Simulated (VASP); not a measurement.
# MgO (P6_3/mmc) in VASP: vibrations by perturbation theory with PBEsol

Aim: the vibrations by perturbation theory of MgO with PBEsol.

Program: VASP 6.6.1. These are calculated values, not measurements. Logs are shortened: lines on timing, memory, paths and dates and some standing lists are left out, and cuts for length are marked.

**1. The cell of the first run**

It takes space group P6_3/mmc (No. 194, hexagonal). The conventional cell has a = 3.486 Å, b = 3.486 Å, c = 4.178 Å, α = 90.00°, β = 90.00°, γ = 120.00°. Mg (site symmetry -6m2) has 5 O at 2.01 to 2.09 Å within 2.7 Å. O (site symmetry -6m2) has 5 Mg at 2.01 to 2.09 Å within 2.7 Å.

**2. Vibrations by perturbation theory, PBEsol**

The input, INCAR:

```
  PREC = Accurate
  ENCUT = 520
  EDIFF = 1E-8
  ISMEAR = 0
  SIGMA = 0.01
  LREAL = False
  LASPH = True
  NELM = 60
  ALGO = Normal
  ISIF = 2
  LWAVE = False
  LCHARG = False
  GGA = PS
  IBRION = 8
  NSW = 1
  LEPSILON = True
```

The input, KPOINTS:

```
regular mesh
0
Gamma
  6 6 4
```

The input, POSCAR:

```
MgO
1.0
    3.4863778600      0.0000000000      0.0000000000
   -1.7431889300      3.0192918000      0.0000000000
    0.0000000000      0.0000000000      4.1780412200
Mg O
2 2
Direct
    0.6666666667      0.3333333333      0.7500000000
    0.3333333333      0.6666666667      0.2500000000
    0.6666666667      0.3333333333      0.2500000000
    0.3333333333      0.6666666667      0.7500000000
```

Potentials or basis: VASP PAW PBE potentials, release 64 (Mg, O).

Run with:

```console
cat potpaw_PBE.64/Mg/POTCAR potpaw_PBE.64/O/POTCAR > POTCAR
mpirun -np 1 vasp_std > vasp.out
```

OUTCAR:

```text
PREC = Accurate
   ENCUT = 520
   EDIFF = 1E-8
   ISMEAR = 0
   LREAL = False
   LASPH = True
   NELM = 60
   ISIF = 2
   GGA = PS
   IBRION = 8
   NSW = 1
   LEPSILON = True

 ion  position               nearest neighbor table
   1  0.667  0.333  0.750-   4 2.01   4 2.01   4 2.01   3 2.09   3 2.09   2 2.90   2 2.90   2 2.90
                             2 2.90   2 2.90   2 2.90
   2  0.333  0.667  0.250-   3 2.01   3 2.01   3 2.01   4 2.09   4 2.09   1 2.90   1 2.90   1 2.90
                             1 2.90   1 2.90   1 2.90
   3  0.667  0.333  0.250-   2 2.01   2 2.01   2 2.01   1 2.09   1 2.09
   4  0.333  0.667  0.750-   1 2.01   1 2.01   1 2.01   2 2.09   2 2.09

  LATTYP: Found a hexagonal cell.
 ALAT       =     3.4863778600
 C/A-ratio  =     1.1983902456

  Lattice vectors:

 A1 = (   3.4863778600,   0.0000000000,   0.0000000000)
 A2 = (  -1.7431889300,   3.0192918000,   0.0000000000)
 A3 = (   0.0000000000,   0.0000000000,   4.1780412200)

Analysis of symmetry for initial positions (statically):
=====================================================================
 Subroutine PRICEL returns:
 Original cell was already a primitive cell.

 Routine SETGRP: Setting up the symmetry group for a
 hexagonal supercell.

 Subroutine GETGRP returns: Found 24 space group operations
 (whereof 12 operations were pure point group operations)
 out of a pool of 24 trial point group operations.

The static configuration has the point symmetry D_3d.
 The point group associated with its full space group is D_6h.

Analysis of symmetry for dynamics (positions and initial velocities):
=====================================================================
 Subroutine PRICEL returns:
 Original cell was already a primitive cell.

 Routine SETGRP: Setting up the symmetry group for a
 hexagonal supercell.

 Subroutine GETGRP returns: Found 24 space group operations
 (whereof 12 operations were pure point group operations)
 out of a pool of 24 trial point group operations.

The dynamic configuration has the point symmetry D_3d.
 The point group associated with its full space group is D_6h.

 Subroutine INISYM returns: Found 24 space group operations
 (whereof 12 operations are pure point group operations),
 and found     1 'primitive' translations

----------------------------------------------------------------------------------------

                                     Primitive cell

  volume of cell :      43.9797

  direct lattice vectors                    reciprocal lattice vectors
     3.486377860  0.000000000  0.000000000     0.286830642  0.165601748  0.000000000
    -1.743188930  3.019291800  0.000000000     0.000000000  0.331203496  0.000000000
     0.000000000  0.000000000  4.178041220     0.000000000  0.000000000  0.239346609

  length of vectors
     3.486377860  3.486377865  4.178041220     0.331203497  0.331203496  0.239346609

  position of ions in fractional coordinates (direct lattice)
     0.666666667  0.333333333  0.750000000
     0.333333333  0.666666667  0.250000000
     0.666666667  0.333333333  0.250000000
     0.333333333  0.666666667  0.750000000

  ion indices of the primitive-cell ions
   primitive index   ion index
                 1           1
                 2           2
[... 506 lines left out ...]

------------------------ aborting loop because EDIFF is reached ----------------------------------------

[... ionic steps 11 to 11 ...]

--------------------------------------- Ionic step       12  -------------------------------------------

 Free energy of the ion-electron system (eV)
  ---------------------------------------------------
  ---------------------------------------------------
  free energy    TOTEN  =        -0.37264700 eV

  energy without entropy =       -0.37264700

------------------------ aborting loop because EDIFF is reached ----------------------------------------

 INTERNAL STRAIN TENSOR  FOR ION    3  DIRECTION 3   (eV/Angst):
 -----------------------------------------------------------------------------
    -0.00055 -0.00000 -0.00000
     0.00000 -0.00055 -0.00000
     0.00000 -0.00000  0.00468

 MACROSCOPIC STATIC DIELECTRIC TENSOR (including local field effects in DFT)
 ------------------------------------------------------
           2.994445     0.000000     0.000000
          -0.000000     2.994445    -0.000000
           0.000000    -0.000000     3.013681
 ------------------------------------------------------

 PIEZOELECTRIC TENSOR (including local field effects)  for field in x, y, z        (e  Angst)
          XX          YY          ZZ          XY          YZ          ZX
  --------------------------------------------------------------------------------
  x     0.00000     0.00000     0.00000     0.00000     0.00000     0.00000
  y     0.00000     0.00000     0.00000     0.00000     0.00000     0.00000
  z     0.00000     0.00000     0.00000     0.00000     0.00000     0.00000

 PIEZOELECTRIC TENSOR (including local field effects)  for field in x, y, z        (C/m^2)
          XX          YY          ZZ          XY          YZ          ZX
  --------------------------------------------------------------------------------
  x     0.00000     0.00000     0.00000     0.00000     0.00000     0.00000
  y     0.00000     0.00000     0.00000     0.00000     0.00000     0.00000
  z     0.00000     0.00000     0.00000     0.00000     0.00000     0.00000

 BORN EFFECTIVE CHARGES (including local field effects) (in |e|, cummulative output)
 ---------------------------------------------------------------------------------
 ion    1
    1     1.76750     0.00000     0.00000
    2     0.00000     1.76750     0.00000
    3    -0.00000    -0.00000     1.99375
 ion    2
    1     1.76750     0.00000     0.00000
    2     0.00000     1.76750     0.00000
    3    -0.00000    -0.00000     1.99375
 ion    3
    1    -1.76750     0.00000     0.00000
    2     0.00000    -1.76750     0.00000
    3    -0.00000     0.00000    -1.99375
 ion    4
    1    -1.76750     0.00000     0.00000
    2     0.00000    -1.76750     0.00000
    3    -0.00000     0.00000    -1.99375

 INTERNAL STRAIN TENSOR FOR ION    4 for displacements in x,y,z  (eV/Angst):
          X           Y           Z          XY          YZ          ZX
  --------------------------------------------------------------------------------
  x     0.00000     0.00000     0.00000    -8.97938     0.00000     0.00000
  y    -8.97938     8.97938    -0.00000     0.00000     0.00000     0.00000
  z     0.00000    -0.00000    -0.00000     0.00000     0.00000     0.00000

 SECOND DERIVATIVES (NOT SYMMETRIZED)
 ------------------------------------
               1X          1Y          1Z          2X          2Y          2Z          3X          3Y          3Z          4X          4Y          4Z
  1X   -10.272703    0.000000    0.000000    1.447339    0.000000    0.000000    1.635142    0.000000    0.000000    7.190222    0.000000    0.000000
  1Y     0.000000  -10.272703    0.000000    0.000000    1.447339    0.000000   -0.000000    1.635142    0.000000    0.000000    7.190222    0.000000
  1Z    -0.000000    0.000000  -10.359049    0.000000    0.000000    5.032311    0.000000    0.000000    3.198012   -0.000000    0.000000    2.128727
  2X     1.447339    0.000000    0.000000  -10.272703    0.000000    0.000000    7.190222    0.000000    0.000000    1.635142    0.000000    0.000000
  2Y     0.000000    1.447339    0.000000    0.000000  -10.272703    0.000000    0.000000    7.190222    0.000000   -0.000000    1.635142    0.000000
  2Z     0.000000    0.000000    5.032311   -0.000000    0.000000  -10.359049   -0.000000    0.000000    2.128727    0.000000    0.000000    3.198012
  3X     1.632593    0.000000    0.000000    7.185102    0.000000    0.000000  -10.631432   -0.000000    0.000000    1.813736    0.000000    0.000000
  3Y     0.000000    1.632593    0.000000    0.000000    7.185103    0.000000   -0.000000  -10.631432    0.000000    0.000000    1.813736    0.000000
  3Z    -0.000000    0.000000    3.189661    0.000000   -0.000000    2.144677   -0.000000   -0.000000  -11.316701    0.000000    0.000000    5.982362
  4X     7.185102    0.000000    0.000000    1.632593    0.000000    0.000000    1.813736    0.000000    0.000000  -10.631432   -0.000000    0.000000
  4Y     0.000000    7.185103    0.000000    0.000000    1.632593    0.000000    0.000000    1.813736    0.000000   -0.000000  -10.631432    0.000000
  4Z     0.000000   -0.000000    2.144677   -0.000000    0.000000    3.189661    0.000000    0.000000    5.982362   -0.000000   -0.000000  -11.316701

 Eigenvectors and eigenvalues of the dynamical matrix
 ----------------------------------------------------

   1 f  =   16.303051 THz   102.435089 2PiTHz  543.811236 cm-1    67.423970 meV
             X         Y         Z           dx          dy          dz
      1.743189  1.006431  3.133531     0.000000    0.000000    0.082871
     -0.000000  2.012861  1.044510    -0.000000   -0.000000   -0.082871
      1.743189  1.006431  1.044510     0.000000    0.000000   -0.702234
     -0.000000  2.012861  3.133531    -0.000000   -0.000000    0.702234
[... 71 lines left out ...]
  12 f/i=    0.004052 THz     0.025462 2PiTHz    0.135174 cm-1     0.016759 meV
             X         Y         Z           dx          dy          dz
      1.743189  1.006431  3.133531    -0.000000    0.000000   -0.549258
     -0.000000  2.012861  1.044510    -0.000000    0.000000   -0.549258
      1.743189  1.006431  1.044510    -0.000000    0.000000   -0.445327
     -0.000000  2.012861  3.133531    -0.000000    0.000000   -0.445327

--------------------------------------------------------------------------------------------------------

 MACROSCOPIC STATIC DIELECTRIC TENSOR IONIC CONTRIBUTION
 ------------------------------------------------------
           2.914186     0.000000     0.000000
           0.000000     2.914186    -0.000000
           0.000000    -0.000000     6.136397
 ------------------------------------------------------

 ELASTIC MODULI CONTR FROM IONIC RELAXATION (kBar)
 Direction    XX          YY          ZZ          XY          YZ          ZX
 --------------------------------------------------------------------------------
 XX        -583.2820    583.2820     -0.0000      0.0000     -0.0000      0.0000
 YY         583.2820   -583.2820      0.0000     -0.0000      0.0000      0.0000
 ZZ          -0.0000      0.0000     -0.0000     -0.0000      0.0000      0.0000
 XY           0.0000     -0.0000     -0.0000   -583.2820      0.0000      0.0000
 YZ          -0.0000      0.0000      0.0000      0.0000     -0.0000      0.0000
 ZX           0.0000      0.0000      0.0000      0.0000      0.0000      0.0000
 --------------------------------------------------------------------------------

 PIEZOELECTRIC TENSOR IONIC CONTR  for field in x, y, z        (C/m^2)
          XX          YY          ZZ          XY          YZ          ZX
  --------------------------------------------------------------------------------
  x    -0.00000     0.00000    -0.00000     0.00000    -0.00000     0.00000
  y     0.00000    -0.00000     0.00000    -0.00000     0.00000     0.00000
  z    -0.00000     0.00000     0.00000    -0.00000    -0.00000     0.00000
```

Run time: 8.3 min. Hardware: 1 thread of Intel Xeon 8259CL, shared host; peak memory 0.26 GiB.

Results:

```
Electronic dielectric tensor (diagonal)                 : 2.99, 2.99, 3.01
Born charges (mean of the diagonal)                     : Mg +1.84; O -1.84 e
Highest phonon frequency at Γ, LO-TO splitting left out : 544 cm⁻¹
```

Phonon frequencies in cm⁻¹ (negative: imaginary):
```tsv
q point	frequencies
(0.000, 0.000, 0.000)	0 0 0 291 291 388 413 499 499 508 508 544
```

Electronic dielectric tensor:
```
2.99 0.00 0.00
0.00 2.99 0.00
0.00 0.00 3.01
```

Born effective charge tensors (e):
atom 1, Mg
```
1.77 0.00 0.00
0.00 1.77 0.00
0.00 0.00 1.99
```
atom 2, Mg
```
1.77 0.00 0.00
0.00 1.77 0.00
0.00 0.00 1.99
```
atom 3, O
```
-1.77  0.00  0.00
 0.00 -1.77  0.00
 0.00  0.00 -1.99
```
atom 4, O
```
-1.77  0.00  0.00
 0.00 -1.77  0.00
 0.00  0.00 -1.99
```

Caveat: the k points lie up to 0.38 Å⁻¹ apart.
